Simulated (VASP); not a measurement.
Runs of VASP 6.6.1 on NaTiO3. The structure is that of space group Pm-3m (No. 221), or close to it. The cells are those of the table. 

```tsv
cell	gap on the mesh (eV)	pressure (GPa)
a = 3.740 Å, 5 atoms	none	12.0
a = 3.902 Å, 5 atoms	none	-10.3
a = 4.053 Å, 5 atoms	none	-21.4
a = 3.954 Å, 5 atoms	none	(b)
a = 3.795 Å, 5 atoms	none	(a)
```

Alike in all rows: task single point; level LDA; potentials or basis VASP PAW LDA potentials, release 64 (Na_pv, Ti_sv, O); no spin polarisation; k mesh 6 × 6 × 6; cutoff (eV) 520; smearing methfessel-paxton 0.1 eV.

Estimate the missing entries.

(a) 2.9; (b) -14.9.

Caveats: an odd number of electrons without spin polarisation forces a metal; a magnetic or distorted state may lie lower; semilocal functionals often make such compounds metallic where correlation or magnetic order opens a gap, which also shifts bond lengths.

A gap of «none» marks levels without a gap at the run's occupations.
